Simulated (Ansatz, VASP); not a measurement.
C: VASP beside Ansatz

The input POSCAR:

```
C
1.0
    0.0000000000      1.5579434008      2.3369151012
    1.5579434008      0.0000000000      2.3369151012
    1.5579434008      1.5579434008      0.0000000000
C
2
Direct
    0.5000000000      0.5000000000      0.5000000000
    0.7500000000      0.7500000000      0.7500000000
```

Contents of INCAR.step1:

```
PREC = Accurate ; ENCUT = 520
ISMEAR = 0 ; SIGMA = 0.05
LREAL = False ; LASPH = True
NELM = 60 ; NBANDS = 11
GGA = PE ; ALGO = Normal
EDIFF = 1E-4 ; LWAVE = True
LCHARG = False
```

File INCAR.step2:

```
PREC = Accurate ; ENCUT = 520
EDIFF = 1E-7 ; ISMEAR = 0
SIGMA = 0.05 ; LREAL = False
LASPH = True ; NELM = 60
ALGO = Normal ; ISIF = 2
LWAVE = False ; LCHARG = False
METAGGA = R2SCAN ; LMIXTAU = True
NBANDS = 11 ; ISTART = 1
```

Contents of KPOINTS:

```
regular mesh
0
Gamma
  12 12 12
```

Input for Ansatz:

```yaml
crystal:
  lattice:
    - [0.0, 1.5579434008, 2.3369151012]
    - [1.5579434008, 0.0, 2.3369151012]
    - [1.5579434008, 1.5579434008, 0.0]
  atoms:
    - { symbol: C, position: [0.5, 0.5, 0.5] }
    - { symbol: C, position: [0.75, 0.75, 0.75] }
basis:
  ecutwfc: 500
kpoints:
  mp_grid: { grid: [12, 12, 12] }
hamiltonian:
  xc: r2scan
scf:
  occupations: { method: gaussian, width: 0.05 }
output:
  forces: true
  stress: true
  eigenvalues: true
  write_density: true
  write_potential: true
  elf: true
  volumetric_format: npy
```

Alike in both runs: task single point; functional r2SCAN; k mesh 12 × 12 × 12; occupations gaussian, width 0.05 eV; no spin polarisation.

```csv
,VASP,Ansatz
version,VASP 6.6.1,Ansatz 0.2.0
potentials or method,"VASP PAW PBE potentials, release 64 (C), cutoff 520 eV","scalar-relativistic, plane waves, PAW"
valence electrons in the cell,8,8
```

```csv
,VASP,Ansatz,Ansatz less VASP
gap on the k mesh at the Fermi level (eV),none,none,-
pressure (GPa),10.9,10.2,-0.72
"traceless stress, the component that is largest in VASP (GPa)",-281.67,-282.64,-0.973
```

VASP's potentials were made for PBE, not for r2SCAN. A gap of «none» marks a metal or a gap that the smearing closes.
